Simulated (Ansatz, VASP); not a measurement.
Two plane-wave programs on PbO

```
CELL_PARAMETERS angstrom
3.99000 0.00000 0.00000
0.00000 3.99000 0.00000
0.00000 0.00000 5.01000
ATOMIC_POSITIONS crystal
Pb 0.50000 0.00000 0.76000
Pb 0.00000 0.50000 0.24000
O 0.50000 0.50000 0.00000
O 0.00000 0.00000 0.00000
```

Alike in both runs: functional PBEsol-based screened hybrid with a share of 0.25 of exact exchange and HFSCREEN = 0.207; k mesh 4 × 4 × 3; occupations fermi-dirac, width 0.05 eV; no spin polarisation.

|  | VASP | Ansatz |
| --- | --- | --- |
| version | VASP 6.6.1 | Ansatz 0.2.0 |
| potentials or method | VASP PAW PBE potentials, release 64 (Pb_d, O) | Ansatz PAW |
| plane-wave cutoff (eV) | 520 | 420 |
| valence electrons in the cell | 40 | 40 |
| task | single point | band structure |

|  | VASP | Ansatz | Ansatz less VASP |
| --- | --- | --- | --- |
| gap on the k mesh at the Fermi level (eV) | 1.75 | 1.75 | -0.006 |
| least direct gap on the mesh (eV) | 3.15 | 3.14 | -0.004 |
| pressure (GPa) | -3.4 | -3.6 | -0.14 |
| traceless stress, the component that is largest in VASP (GPa) | 0.23 | 0.24 | +0.016 |
| rms of the force components (eV/Å) | 0.323 | 0.349 | +0.0254 |

VASP's potentials were made for PBE, not for PBEsol-based screened hybrid. Atom by atom the forces differ by 0.025 eV/Å (rms over components). The functional is the same, so the differences come from potentials, cutoffs and numerics.

Neither program's run includes spin-orbit coupling.
